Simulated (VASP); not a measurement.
# MoS2 in VASP: a series of runs

MoS2 is run at these levels: PBEsol+U; tasks: density of states.

Program: VASP 6.6.1. These are calculated values, not measurements. Logs are shortened: lines on timing, memory, paths and dates and some standing lists are left out, and cuts for length are marked.

## 1. The cell of the first run

The cell holds a slab with vacuum, 3 atoms: a = 3.184 Å, b = 3.184 Å, c = 17.335 Å, α = 90.00°, β = 90.00°, γ = 120.00°.

## 2. Density of states, PBEsol+U

The input, POSCAR:

```
MoS2
1.0
    3.1841260822      0.0000000000      0.0000000000
   -1.5920630411      2.7575340760      0.0000000000
    0.0000000000      0.0000000000     17.3345999500
Mo S
1 2
Direct
    0.0000000000      0.0000000000      0.0000000000
    0.3333333333      0.6666666667      0.9105070200
    0.3333333333      0.6666666667      0.0894929800
```

The input, INCAR.step1:

```
SYSTEM = MoS2
PREC = Accurate
ENCUT = 520
EDIFF = 1E-7
ISMEAR = -1
SIGMA = 0.05
LREAL = .FALSE.
LASPH = .TRUE.
NELM = 150
ALGO = Normal
ISIF = 2
LWAVE = .FALSE.
LCHARG = .TRUE.
LMAXMIX = 4
LDAU = .TRUE.
LDAUTYPE = 2
LDAUL = 2 -1
LDAUU = 2 0
LDAUJ = 0 0
LDAUPRINT = 1
GGA = PS
NBANDS = 20
```

The input, KPOINTS.step1:

```
Automatic mesh
0
G
  10 10 2
  0 0 0
```

The input, INCAR.step2:

```
SYSTEM = MoS2
PREC = Accurate
ENCUT = 520
EDIFF = 1E-7
ISMEAR = -5
SIGMA = 0.05
LREAL = .FALSE.
LASPH = .TRUE.
NELM = 150
ALGO = Normal
ISIF = 2
LWAVE = .FALSE.
LCHARG = .FALSE.
LMAXMIX = 4
LDAU = .TRUE.
LDAUTYPE = 2
LDAUL = 2 -1
LDAUU = 2 0
LDAUJ = 0 0
LDAUPRINT = 1
GGA = PS
LORBIT = 11
NBANDS = 20
NEDOS = 2001
ICHARG = 11
```

The input, KPOINTS.step2:

```
Automatic mesh
0
G
  15 15 3
  0 0 0
```

Potentials or basis: VASP PAW PBE potentials, release 64 (Mo_sv, S).

Command:

```bash
$ cat potpaw_PBE.64/Mo_sv/POTCAR potpaw_PBE.64/S/POTCAR > POTCAR
$ cp INCAR.step1 INCAR
$ cp KPOINTS.step1 KPOINTS
$ mpirun -np 1 vasp_std > vasp.out
$ cp INCAR.step2 INCAR
$ cp KPOINTS.step2 KPOINTS
$ mpirun -np 1 vasp_std > vasp.out
```

OUTCAR:

```text
SYSTEM = MoS2
   PREC = Accurate
   ENCUT = 520
   EDIFF = 1E-7
   ISMEAR = -5
   LREAL = .FALSE.
   LASPH = .TRUE.
   NELM = 150
   ISIF = 2
   GGA = PS
   LORBIT = 11
   ICHARG = 11

 ion  position               nearest neighbor table
   1  0.000  0.000  0.000-   2 2.41   3 2.41   2 2.41   3 2.41   2 2.41   3 2.41
   2  0.333  0.667  0.911-   1 2.41   1 2.41   1 2.41
   3  0.333  0.667  0.089-   1 2.41   1 2.41   1 2.41

  LATTYP: Found a hexagonal cell.
 ALAT       =     3.1841260822
 C/A-ratio  =     5.4440683260

  Lattice vectors:

 A1 = (   3.1841260822,   0.0000000000,   0.0000000000)
 A2 = (  -1.5920630411,   2.7575340760,   0.0000000000)
 A3 = (   0.0000000000,   0.0000000000,  17.3345999500)

Analysis of symmetry for initial positions (statically):
=====================================================================
 Subroutine PRICEL returns:
 Original cell was already a primitive cell.

 Routine SETGRP: Setting up the symmetry group for a
 hexagonal supercell.

 Subroutine GETGRP returns: Found 12 space group operations
 (whereof 12 operations were pure point group operations)
 out of a pool of 24 trial point group operations.

The static configuration has the point symmetry D_3h.

Analysis of symmetry for dynamics (positions and initial velocities):
=====================================================================
 Subroutine PRICEL returns:
 Original cell was already a primitive cell.

 Routine SETGRP: Setting up the symmetry group for a
 hexagonal supercell.

 Subroutine GETGRP returns: Found 12 space group operations
 (whereof 12 operations were pure point group operations)
 out of a pool of 24 trial point group operations.

The dynamic configuration has the point symmetry D_3h.

 Subroutine INISYM returns: Found 12 space group operations
 (whereof 12 operations are pure point group operations),
 and found     1 'primitive' translations

----------------------------------------------------------------------------------------

                                     Primitive cell
[... 148 lines left out ...]

spin component  2

  0.3959 -0.0000  0.0000  0.0000 -0.0000
 -0.0000  0.3847  0.0000 -0.0000  0.0000
  0.0000  0.0000  0.4218 -0.0000 -0.0000
  0.0000 -0.0000 -0.0000  0.3847 -0.0000
 -0.0000  0.0000 -0.0000 -0.0000  0.3959

 occupancies and eigenvectors

  o =  0.3847  v =  0.0000  1.0000 -0.0000 -0.0000  0.0000  0.0000  0.0000  0.0000  0.0000  0.0000      0.0000  0.0000  0.0000  0.0000  0.0000  0.0000  0.0000  0.0000  0.0000  0.0000
  o =  0.3847  v =  0.0000  0.0000  0.0000  0.0000  0.0000  0.0000  1.0000 -0.0000 -0.0000  0.0000      0.0000  0.0000  0.0000  0.0000  0.0000  0.0000  0.0000  0.0000  0.0000  0.0000
  o =  0.3847  v =  0.0000  0.0000  0.0000  1.0000  0.0000  0.0000  0.0000  0.0000  0.0000  0.0000      0.0000  0.0000  0.0000  0.0000  0.0000  0.0000  0.0000  0.0000  0.0000  0.0000
  o =  0.3847  v =  0.0000  0.0000  0.0000  0.0000  0.0000  0.0000  0.0000  0.0000  1.0000  0.0000      0.0000  0.0000  0.0000  0.0000  0.0000  0.0000  0.0000  0.0000  0.0000  0.0000
  o =  0.3959  v =  0.0000  0.0000  0.0000  0.0000  0.0000  0.0000 -0.0000  0.0000 -0.0000  1.0000      0.0000  0.0000  0.0000  0.0000  0.0000  0.0000  0.0000  0.0000  0.0000  0.0000
  o =  0.3959  v =  0.0000 -0.0000  0.0000 -0.0000  1.0000  0.0000  0.0000  0.0000  0.0000  0.0000      0.0000  0.0000  0.0000  0.0000  0.0000  0.0000  0.0000  0.0000  0.0000  0.0000
  o =  0.3959  v =  1.0000  0.0000  0.0000  0.0000  0.0000  0.0000  0.0000  0.0000  0.0000  0.0000      0.0000  0.0000  0.0000  0.0000  0.0000  0.0000  0.0000  0.0000  0.0000  0.0000
  o =  0.3959  v =  0.0000  0.0000  0.0000  0.0000  0.0000  1.0000  0.0000  0.0000  0.0000  0.0000      0.0000  0.0000  0.0000  0.0000  0.0000  0.0000  0.0000  0.0000  0.0000  0.0000
  o =  0.4218  v =  0.0000  0.0000  0.0000  0.0000  0.0000  0.0000 -0.0000 -1.0000  0.0000  0.0000      0.0000  0.0000  0.0000  0.0000  0.0000  0.0000  0.0000  0.0000  0.0000  0.0000
  o =  0.4218  v =  0.0000 -0.0000 -1.0000  0.0000  0.0000  0.0000  0.0000  0.0000  0.0000  0.0000      0.0000  0.0000  0.0000  0.0000  0.0000  0.0000  0.0000  0.0000  0.0000  0.0000

 number of electron      25.9999999 magnetization

 Free energy of the ion-electron system (eV)
  ---------------------------------------------------
  ext. energy  EPLUGINS =         0.00000000
  ---------------------------------------------------
  free energy    TOTEN  =       -21.01087798 eV

  energy without entropy =      -21.01087798  energy(sigma->0) =      -21.01087798

 E-fermi :  -1.4059     XC(G=0):  -4.4079

 val. band max:       -1.4380764287   @ k =   0.0000   0.0000   0.0000
 cond. band min:       0.1417594755   @ k =   0.3333   0.3333   0.3333
 fundamental gap:      1.5798359041
 Fermi energy:        -1.4058987449

 k-point     1 :       0.0000    0.0000    0.0000
  band No.  band energies     occupation
      1     -62.4195      2.00000
      2     -36.5846      2.00000
      3     -36.3853      2.00000
      4     -36.3853      2.00000
      5     -15.5948      2.00000
      6     -14.2278      2.00000
[... 541 lines left out ...]
     19       7.2712      0.00000
     20       7.8159      0.00000

 [... further k-points ...]
[... 5 lines left out ...]
  --------------------------------------------------------------------------------------
  -------------------------------------------------------------------------------------
  Total       -1.0382552     -1.0382552     -0.0621948      0.0000000     -0.0000000      0.0000000
  in kB      -10.9292339    -10.9292339     -0.6546963      0.0000000     -0.0000000      0.0000000
  external PRESSURE =      -7.5043881 kB  Pullay stress =       0.0000000 kB

 VOLUME and BASIS-vectors are now :
 -----------------------------------------------------------------------------
  energy-cutoff  :      520.00
  volume of cell :      152.20
      direct lattice vectors                 reciprocal lattice vectors
     3.184126082  0.000000000  0.000000000     0.314057915  0.181321422  0.000000000
    -1.592063041  2.757534076  0.000000000     0.000000000  0.362642844  0.000000000
     0.000000000  0.000000000 17.334599950     0.000000000  0.000000000  0.057688092

 POSITION                                       TOTAL-FORCE (eV/Angst)
 -----------------------------------------------------------------------------------
      0.00000      0.00000      0.00000        -0.000000      0.000000      0.000000
     -0.00000      1.83836     15.78327         0.000000      0.000000      0.012826
     -0.00000      1.83836      1.55133         0.000000      0.000000     -0.012826
 -----------------------------------------------------------------------------------
    total drift:                                0.000096     -0.000055     -0.000000

  FREE ENERGIE OF THE ION-ELECTRON SYSTEM (eV)
  ---------------------------------------------------
  free  energy   TOTEN  =       -21.0108779832 eV

  energy  without entropy=      -21.0108779832  energy(sigma->0) =      -21.01087798

 total charge

# of ion       s       p       d       tot
------------------------------------------
    1        2.297   6.224   3.910  12.431
    2        1.356   2.327   0.000   3.683
    3        1.356   2.327   0.000   3.683
--------------------------------------------------
tot          5.009  10.878   3.910  19.797
```

OUTCAR.step1:

```text
SYSTEM = MoS2
   PREC = Accurate
   ENCUT = 520
   EDIFF = 1E-7
   ISMEAR = -1
   LREAL = .FALSE.
   LASPH = .TRUE.
[... 814 lines left out ...]
      0.00000      0.00000      0.00000        -0.000000      0.000000      0.000000
     -0.00000      1.83836     15.78327         0.000000     -0.000000      0.013122
     -0.00000      1.83836      1.55133         0.000000     -0.000000     -0.013122
 -----------------------------------------------------------------------------------
    total drift:                                0.000000     -0.000000     -0.000000

  FREE ENERGIE OF THE ION-ELECTRON SYSTEM (eV)
  ---------------------------------------------------
  free  energy   TOTEN  =       -21.0109242076 eV

  energy  without entropy=      -21.0109242033  energy(sigma->0) =      -21.01092421
```

It took 2.3 min on 1 thread of Intel Xeon 6975P-C (Granite Rapids), shared host; peak memory 0.33 GiB.

What came out:

| Item | Value |
| --- | --- |
| Valence electrons inside the program's atomic spheres | Mo 12.43; S 3.68 |

Levels at points of the mesh, in eV from the valence-band top:
```tsv
k point	band 11	band 12	band 13	band 14	band 15	band 16
(0.00, 0.00, 0.00)	-1.54	-1.54	0.00	2.75	2.75	3.03
```

Eigenvalues of the final occupation matrices:
| site | spin | trace | eigenvalues |
| --- | --- | --- | --- |
| site 1 d | 1 | 1.98 | 0.38 0.38 0.40 0.40 0.42 |
| site 1 d | 2 | 1.98 | 0.38 0.38 0.40 0.40 0.42 |

Caveat: the PAW data sets were made with another functional, which shifts forces and pressure a little.

## 3. Density of states, PBEsol+U

POSCAR is that of step 2.

The input, INCAR.step1:

```
SYSTEM = MoS2
  ALGO = Normal
  EDIFF = 1E-6
  ENCUT = 520
  GGA = PS
  ISIF = 2
  ISMEAR = -1
  LASPH = .True.
  LCHARG = .True.
  LDAU = .True.
  LDAUJ = 0 0
  LDAUL = 2 -1
  LDAUPRINT = 1
  LDAUTYPE = 2
  LDAUU = 4 0
  LMAXMIX = 4
  LREAL = .False.
  LWAVE = .False.
  NBANDS = 20
  NELM = 150
  PREC = Accurate
  SIGMA = 0.05
```

The input, KPOINTS.step1:

```
k-points
0
Gamma
  10 10 2
  0 0 0
```

The input, INCAR.step2:

```
SYSTEM = MoS2
  ALGO = Normal
  EDIFF = 1E-6
  ENCUT = 520
  GGA = PS
  ICHARG = 11
  ISIF = 2
  ISMEAR = -5
  LASPH = .True.
  LCHARG = .False.
  LDAU = .True.
  LDAUJ = 0 0
  LDAUL = 2 -1
  LDAUPRINT = 1
  LDAUTYPE = 2
  LDAUU = 4 0
  LMAXMIX = 4
  LORBIT = 11
  LREAL = .False.
  LWAVE = .False.
  NBANDS = 20
  NEDOS = 1001
  NELM = 150
  PREC = Accurate
  SIGMA = 0.05
```

The input, KPOINTS.step2:

```
k-points
0
Gamma
  15 15 3
  0 0 0
```

Potentials or basis: VASP PAW PBE potentials, release 64 (Mo_sv, S).

Command:

```bash
$ cat potpaw_PBE.64/Mo_sv/POTCAR potpaw_PBE.64/S/POTCAR > POTCAR
$ cp INCAR.step1 INCAR
$ cp KPOINTS.step1 KPOINTS
$ mpirun -np 1 vasp_std > vasp.out
$ cp INCAR.step2 INCAR
$ cp KPOINTS.step2 KPOINTS
$ mpirun -np 1 vasp_std > vasp.out
```

Run time: 2 min. Hardware: 1 thread of Intel Xeon 6975P-C (Granite Rapids), shared host; peak memory 0.34 GiB.

It converged, with:

- Valence electrons inside the program's atomic spheres: Mo 12.39; S 3.69

Levels at points of the mesh, in eV from the valence-band top:
```tsv
k point	band 9	band 10	band 11	band 12	band 13	band 14	band 15	band 16	band 17	band 18
(0.00, 0.00, 0.00)	-2.66	-1.79	-1.49	-1.49	0.00	2.79	2.79	3.05	3.05	5.41
```

Eigenvalues of the final occupation matrices:
```tsv
site	spin	trace	eigenvalues
site 1 d	1	1.96	0.38 0.38 0.39 0.39 0.42
site 1 d	2	1.96	0.38 0.38 0.39 0.39 0.42
```

Caveat: the PAW data sets were made with another functional, which shifts forces and pressure a little.
